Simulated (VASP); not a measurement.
# Ta2C (P-3m1) in VASP: settings compared

Ta2C is run at these levels: LDA, BLYP+D3(BJ); tasks: relaxation of cell and atoms, single point.

Program: VASP 6.6.1. These are calculated values, not measurements. Logs are shortened: lines on timing, memory, paths and dates and some standing lists are left out, and cuts for length are marked.

## 1. The cell of the first run

The structure is trigonal, space group P-3m1 (No. 164). The conventional cell has a = 3.106 Å, b = 3.106 Å, c = 4.946 Å, α = 90.00°, β = 90.00°, γ = 120.00°. Within 2.9 Å of Ta (site symmetry 3m) lie 3 C at 2.18 Å. Within 2.9 Å of C (site symmetry -3m) lie 6 Ta at 2.18 Å.

## 2. Relaxation of cell and atoms, LDA

Contents of INCAR:

```
PREC     = Accurate       # precision mode
ENCUT    = 600            # plane-wave cutoff, eV
EDIFF    = 1E-6           # SCF threshold, eV
ISMEAR   = -1             # smearing method
SIGMA    = 0.01           # smearing width, eV
LREAL    = False          # projectors in reciprocal space
LASPH    = True           # aspherical terms in the spheres
NELM     = 80             # most SCF steps
ALGO     = Normal         # electronic algorithm
ISIF     = 3              # what is computed and relaxed
LWAVE    = False          # write WAVECAR
LCHARG   = False          # write CHGCAR
GGA      = CA             # functional
IBRION   = 2              # ionic algorithm
NSW      = 80             # ionic steps
EDIFFG   = -0.1           # ionic threshold
```

Contents of KPOINTS:

```
regular mesh
0
Gamma
  4 4 2
```

Contents of POSCAR:

```
Ta2C
1.0
    3.1059000000      0.0000000000      0.0000000000
   -1.5529500000      2.6897900000      0.0000000000
    0.0000000000      0.0000000000      4.9464000000
Ta C
2 1
Direct
    0.3333333333      0.6666666667      0.2520100000
    0.6666666667      0.3333333333      0.7479900000
    0.0000000000      0.0000000000      0.0000000000
```

Potentials or basis: VASP PAW LDA potentials, release 64 (Ta_pv, C).

Started as:

```
$ cat potpaw_LDA.64/Ta_pv/POTCAR potpaw_LDA.64/C/POTCAR > POTCAR
$ mpirun -np 1 vasp_std > vasp.out
```

OUTCAR:

```text
PREC = Accurate
   ENCUT = 600
   EDIFF = 1E-6
   ISMEAR = -1
   LREAL = False
   LASPH = True
   NELM = 80
   ISIF = 3
   GGA = CA
   IBRION = 2
   NSW = 80
   EDIFFG = -0.1

 ion  position               nearest neighbor table
   1  0.333  0.667  0.252-   3 2.18   3 2.18   3 2.18   2 3.04   2 3.04   2 3.04   2 3.07   2 3.07
                             2 3.07
   2  0.667  0.333  0.748-   3 2.18   3 2.18   3 2.18   1 3.04   1 3.04   1 3.04   1 3.07   1 3.07
                             1 3.07
   3  0.000  0.000  0.000-   1 2.18   2 2.18   2 2.18   1 2.18   2 2.18   1 2.18

  LATTYP: Found a hexagonal cell.
 ALAT       =     3.1059000000
 C/A-ratio  =     1.5925818603

  Lattice vectors:

 A1 = (   3.1059000000,   0.0000000000,   0.0000000000)
 A2 = (  -1.5529500000,   2.6897900000,   0.0000000000)
 A3 = (   0.0000000000,   0.0000000000,   4.9464000000)

Analysis of symmetry for initial positions (statically):
=====================================================================
 Subroutine PRICEL returns:
 Original cell was already a primitive cell.

 Routine SETGRP: Setting up the symmetry group for a
 hexagonal supercell.

 Subroutine GETGRP returns: Found 12 space group operations
 (whereof 12 operations were pure point group operations)
 out of a pool of 24 trial point group operations.

The static configuration has the point symmetry D_3d.

Analysis of symmetry for dynamics (positions and initial velocities):
=====================================================================
 Subroutine PRICEL returns:
 Original cell was already a primitive cell.

 Routine SETGRP: Setting up the symmetry group for a
 hexagonal supercell.

 Subroutine GETGRP returns: Found 12 space group operations
 (whereof 12 operations were pure point group operations)
 out of a pool of 24 trial point group operations.

The dynamic configuration has the point symmetry D_3d.

 Subroutine INISYM returns: Found 12 space group operations
 (whereof 12 operations are pure point group operations),
 and found     1 'primitive' translations

----------------------------------------------------------------------------------------

                                     Primitive cell

  volume of cell :      41.3233

  direct lattice vectors                    reciprocal lattice vectors
     3.105900000  0.000000000  0.000000000     0.321967868  0.185888118  0.000000000
    -1.552950000  2.689790000  0.000000000     0.000000000  0.371776235  0.000000000
     0.000000000  0.000000000  4.946400000     0.000000000  0.000000000  0.202167233

  length of vectors
     3.105900000  3.105901471  4.946400000     0.371776411  0.371776235  0.202167233

  position of ions in fractional coordinates (direct lattice)
     0.333333333  0.666666667  0.252010000
     0.666666667  0.333333333  0.747990000
     0.000000000  0.000000000  0.000000000

  ion indices of the primitive-cell ions
   primitive index   ion index
                 1           1
                 2           2
                 3           3

----------------------------------------------------------------------------------------

 KPOINTS: regular mesh

Automatic generation of k-mesh.
 Grid dimensions read from file:
 generate k-points for:    4    4    2

 Generating k-lattice:

  Cartesian coordinates                     Fractional coordinates (reciprocal lattice)
     0.080491967  0.046472029  0.000000000     0.250000000 -0.000000000  0.000000000
     0.000000000  0.092944059  0.000000000     0.000000000  0.250000000  0.000000000
     0.000000000  0.000000000  0.101083616     0.000000000  0.000000000  0.500000000

  Length of vectors
     0.092944103  0.092944059  0.101083616

  Shift w.r.t. Gamma in fractional coordinates (k-lattice)
     0.000000000  0.000000000  0.000000000

 Subroutine IBZKPT returns following result:
 ===========================================

 Found      8 irreducible k-points:

 Following reciprocal coordinates:
            Coordinates               Weight
  0.000000  0.000000  0.000000      1.000000
  0.250000 -0.000000  0.000000      6.000000
  0.500000 -0.000000  0.000000      3.000000
  0.250000  0.250000  0.000000      6.000000
  0.000000  0.000000  0.500000      1.000000
  0.250000 -0.000000  0.500000      6.000000
  0.500000 -0.000000  0.500000      3.000000
  0.250000  0.250000  0.500000      6.000000
   k-points           NKPTS =      8   k-points in BZ     NKDIM =      8   number of bands    NBANDS=     17
   number of dos      NEDOS =    301   number of ions     NIONS =      3
   total plane-waves  NPLWV =  31360
   dimension x,y,z NGX =    28 NGY =   28 NGZ =   40
   dimension x,y,z NGXF=    56 NGYF=   56 NGZF=   80
   ions per type =               2   1
   NGX,Y,Z   is equivalent  to a cutoff of  14.99, 14.99, 13.44 a.u.
   NGXF,Y,Z  is equivalent  to a cutoff of  29.97, 29.97, 26.89 a.u.
 SYSTEM =  unknown system
   PREC   = accura    normal or accurate (medium, high low for compatibility)
   ISTART =      0    job   : 0-new  1-cont  2-samecut
   ICHARG =      2    charge: 1-file 2-atom 10-const
   ISPIN  =      1    spin polarized calculation?
   LNONCOLLINEAR =      F non collinear calculations
   LSORBIT =      F    spin-orbit coupling
   LASPH  =      T    aspherical Exc in radial PAW
   ENCUT  =  600.0 eV  44.10 Ry    6.64 a.u.   6.20  6.20  9.88*2*pi/ulx,y,z
   NELM   =     80;   NELMIN=  2; NELMDL= -5     # of ELM steps
   EDIFF  = 0.1E-05   stopping-criterion for ELM
   LREAL  =      F    real-space projection
   EDIFFG = -.1E+00   stopping-criterion for IOM
   NSW    =     80    number of steps for IOM
   IBRION =      2    ionic relax: 0-MD 1-quasi-New 2-CG
   NFREE  =      1    steps in history (QN), initial steepest desc. (CG)
   ISIF   =      3    stress and relaxation
   ISYM   =      2    0-nonsym 1-usesym 2-fastsym
   POTIM  = 0.5000    time-step for ionic-motion
   TEBEG  =    0.0;   TEEND  =   0.0 temperature during run
   PSTRESS=    0.0 pullay stress
   NELECT =      26.0000    total number of electrons
   NUPDOWN=      -1.0000    fix difference up-down
   EMIN   =  10.00;   EMAX   =-10.00  energy-range for DOS
   EFERMI =   0.00;   METHOD = LEGACY
   ISMEAR =    -1;   SIGMA  =   0.01  broadening in eV -4-tet -1-fermi 0-gaus
   EFERMI_NEDOS =   21; number of points for ismear=-14 and -15
   IALGO  =     38    algorithm
   IMIX   =      4    mixing-type and parameters
     AMIX     =   0.40;   BMIX     =  1.00
     AMIX_MAG =   1.60;   BMIX_MAG =  1.00
  volume/ion in A,a.u.               =      13.77        92.95
  Fermi-wavevector in a.u.,A,eV,Ry     =   1.402817  2.650939 26.774832  1.967895
  Thomas-Fermi vector in A             =   2.525541
   LORBIT       =      0    0 simple, 1 ext, 2 COOP (PROOUT), +10 PAW based schemes
   GGA     = CA    functional components
   LHFCALC =     F    Hartree Fock is set to
   AEXX    =    0.0000 exact exchange contribution
   IVDW    =     0    specifies the selected vdW correction
   LEPSILON=     F    determine dielectric tensor
   LRPA    =     F    only Hartree local field effects (RPA)
 conjugate gradient relaxation of ions
 non-spin polarized calculation
  energy-cutoff  :      600.00
  volume of cell :       41.32
 maximum number of plane-waves:      1412
 NGX is ok and might be reduce to    28
   NGX = 13   NGY = 13   NGZ = 19

--------------------------------------- Ionic step        1  -------------------------------------------

 number of electron      26.0000001 magnetization

 Free energy of the ion-electron system (eV)
  ---------------------------------------------------
  ext. energy  EPLUGINS =         0.00000000
  ---------------------------------------------------
  free energy    TOTEN  =       -37.79583109 eV

  energy without entropy =      -37.79583109  energy(sigma->0) =      -37.79583109

------------------------ aborting loop because EDIFF is reached ----------------------------------------

  FORCE on cell =-STRESS in cart. coord.  units (eV):
  Direction    XX          YY          ZZ          XY          YZ          ZX
  --------------------------------------------------------------------------------------
  -------------------------------------------------------------------------------------
  Total       -2.1365681     -2.1365708     -1.7265338      0.0000000     -0.0000000      0.0000000
  in kB      -82.8385055    -82.8386101    -66.9407529      0.0000000     -0.0000000      0.0000000
  external PRESSURE =     -77.5392895 kB  Pullay stress =       0.0000000 kB

 VOLUME and BASIS-vectors are now :
 -----------------------------------------------------------------------------
  energy-cutoff  :      600.00
  volume of cell :       41.32
      direct lattice vectors                 reciprocal lattice vectors
     3.105900000  0.000000000  0.000000000     0.321967868  0.185888118  0.000000000
    -1.552950000  2.689790000  0.000000000     0.000000000  0.371776235  0.000000000
     0.000000000  0.000000000  4.946400000     0.000000000  0.000000000  0.202167233
[... 149 lines left out ...]
 POSITION                                       TOTAL-FORCE (eV/Angst)
 -----------------------------------------------------------------------------------
     -0.00000      1.77137      1.25403         0.000000      0.000000     -0.238133
      1.53405      0.88569      3.66258        -0.000000     -0.000000      0.238133
      3.06810     -0.00000     -0.00000         0.000000     -0.000000      0.000000
 -----------------------------------------------------------------------------------
    total drift:                                0.000000     -0.000000     -0.000000

  FREE ENERGIE OF THE ION-ELECTRON SYSTEM (eV)
  ---------------------------------------------------
  free  energy   TOTEN  =       -37.8256833499 eV

  energy  without entropy=      -37.8256833499  energy(sigma->0) =      -37.82568335

--------------------------------------- Ionic step        6  -------------------------------------------

 number of electron      26.0000001 magnetization

 Free energy of the ion-electron system (eV)
  ---------------------------------------------------
  ext. energy  EPLUGINS =         0.00000000
  ---------------------------------------------------
  free energy    TOTEN  =       -37.82722353 eV

  energy without entropy =      -37.82722353  energy(sigma->0) =      -37.82722353

 E-fermi :   6.9595     XC(G=0): -13.0962

 val. band max:        6.6244904990   @ k =   0.0000   0.0000   0.0000
 cond. band min:       7.1883353111   @ k =   0.0000   0.0000   0.0000
 fundamental gap:      0.5638448121
 Fermi energy:         6.9595282059

 k-point     1 :       0.0000    0.0000    0.0000
  band No.  band energies     occupation
      1     -27.9278      2.00000
      2     -27.1733      2.00000
      3     -27.1733      2.00000
      4     -27.0518      2.00000
      5     -27.0518      2.00000
      6     -26.9551      2.00000
[... 9 lines left out ...]
     16       7.8832      0.00000
     17       9.0669      0.00000
[... 160 lines left out ...]
 POSITION                                       TOTAL-FORCE (eV/Angst)
 -----------------------------------------------------------------------------------
     -0.00000      1.77309      1.24709        -0.000000     -0.000000      0.004185
      1.53554      0.88655      3.66517         0.000000      0.000000     -0.004185
     -0.00000      0.00000      0.00000        -0.000000     -0.000000      0.000000
 -----------------------------------------------------------------------------------
    total drift:                                0.000000     -0.000000     -0.000000

  FREE ENERGIE OF THE ION-ELECTRON SYSTEM (eV)
  ---------------------------------------------------
  free  energy   TOTEN  =       -37.8272235257 eV

  energy  without entropy=      -37.8272235257  energy(sigma->0) =      -37.82722353

 reached required accuracy - stopping structural energy minimisation
```

Wall time 25 s (1 thread of Intel Xeon Platinum 8488C (Sapphire Rapids), shared host); peak memory 0.16 GiB.

Results:

```yaml
Free_energy: -37.8272 eV
Relaxed_volume: 13.37 Å³/atom
Relaxed_cell: a = 3.071 Å, b = 3.071 Å, c = 4.912 Å, α = 90.00°, β = 90.00°, γ = 120.00°
Space_group_after_relaxing_to_0.05_Å: P-3m1 (No. 164)
Energy_gained_by_relaxing: 10.5 meV/atom
Ionic_steps: 6
Pressure_after_relaxing: 0.0 GPa
Largest_force_after_relaxing: 0.004 eV/Å
Band_gap_on_the_k_mesh: zero (band 13 reaches 7.19 eV, above the bottom of band 14 at 6.40 eV)
```

Forces on the atoms (eV/Å):
```
Ta   0.000  0.000  0.004
Ta   0.000  0.000 -0.004
C    0.000  0.000  0.000
```

Step by step:
```tsv
step	energy change (eV)	largest force (eV/Å)	pressure (GPa)	volume (Å³)
1	0.0000	0.1196	-7.75	41.32
2	0.1629	0.8506	24.41	37.46
3	-0.0288	0.3126	-0.05	40.21
4	-0.0288	0.3181	0.18	40.18
5	-0.0299	0.2381	-0.06	40.08
6	-0.0314	0.0042	0.04	40.12
```

Final structure:
```xyz
3
Lattice="3.0711 0.0000 0.0000 -1.5355 2.6596 0.0000 0.0000 0.0000 4.9123" Properties=species:S:1:pos:R:3 pbc="T T T"
Ta    0.0000    1.7731    1.2471
Ta    1.5355    0.8865    3.6652
C     0.0000    0.0000    0.0000
```

Levels at points of the mesh, in eV from the Fermi level:
```csv
k point,band 9,band 10,band 11,band 12,band 13,band 14,band 15,band 16,band 17
"(0.00, 0.00, 0.00)",-3.87,-3.87,-3.10,-0.34,0.23,0.23,0.92,0.92,2.11
"(0.50, 0.00, 0.00)",-4.68,-4.29,-4.09,-1.98,-0.40,3.03,3.33,4.53,5.02
"(0.00, 0.00, 0.50)",-4.12,-4.12,-2.18,-1.74,-0.56,-0.56,2.79,2.79,3.25
"(0.50, 0.00, 0.50)",-4.99,-3.83,-2.84,-1.29,-1.13,1.22,1.30,4.20,4.71
```

Caveat: the k points lie up to 0.64 Å⁻¹ apart in the final cell; spin-orbit coupling is left out, which moves the levels of the heavy elements; the relaxation stopped at a loose force limit of 0.1 eV/Å, so its end isn't a converged minimum.

## 3. Single point, LDA

This run uses another cell than the first one, of 13.32 Å³/atom, 0.967 times its volume.

Contents of INCAR:

```
ALGO = Normal
EDIFF = 1E-6
ENCUT = 600
GGA_COMPAT = False
ISIF = 2
ISMEAR = -1
LASPH = True
LCHARG = False
LREAL = False
LWAVE = False
NBANDS = 22
NELM = 120
PREC = Accurate
SIGMA = 0.01
```

Contents of KPOINTS:

```
k-points
0
Gamma
  4 4 2
```

Contents of POSCAR:

```
Ta2C
1.0
    3.0668572866      0.0000000000      0.0000000000
   -1.5334286433      2.6559763200      0.0000000000
    0.0000000000      0.0000000000      4.9043199942
Ta C
2 1
Direct
    0.3333333333      0.6666666667      0.2538149945
    0.6666666667      0.3333333333      0.7461850055
    0.0000000000      0.0000000000      0.0000000000
```

Potentials or basis: VASP PAW LDA potentials, release 64 (Ta_sv_GW, C).

Started as:

```
$ cat potpaw_LDA.64/Ta_sv_GW/POTCAR potpaw_LDA.64/C/POTCAR > POTCAR
$ mpirun -np 1 vasp_std > vasp.out
```

Run time: 7.4 s. Hardware: 1 thread of AMD EPYC 9R45 (Zen 5), shared host; peak memory 0.13 GiB.

The run converged. Its results:

```yaml
Free_energy: -42.8170 eV
Pressure: 0.9 GPa
Largest_force: 0.053 eV/Å
Band_gap_on_the_k_mesh: zero (band 15 reaches 11.56 eV, above the bottom of band 16 at 10.77 eV)
```

Forces in eV/Å, atoms in the order of the input:
```
Ta   0.000  0.000  0.053
Ta   0.000  0.000 -0.053
C    0.000  0.000  0.000
```

Levels at points of the mesh, in eV from the Fermi level:
| k point | band 13 | band 14 | band 15 | band 16 | band 17 | band 18 |
| --- | --- | --- | --- | --- | --- | --- |
| (0.00, 0.00, 0.00) | -3.04 | -0.29 | 0.28 | 0.28 | 0.98 | 0.98 |
| (0.50, 0.00, 0.00) | -4.06 | -1.92 | -0.34 | 3.10 | 3.39 | 4.61 |
| (0.00, 0.00, 0.50) | -2.13 | -1.68 | -0.51 | -0.51 | 2.86 | 2.86 |
| (0.50, 0.00, 0.50) | -2.80 | -1.22 | -1.07 | 1.27 | 1.36 | 4.28 |

Caveat: the k points lie up to 0.64 Å⁻¹ apart; spin-orbit coupling is left out, which moves the levels of the heavy elements.

(Continued in part 2 of 2.)
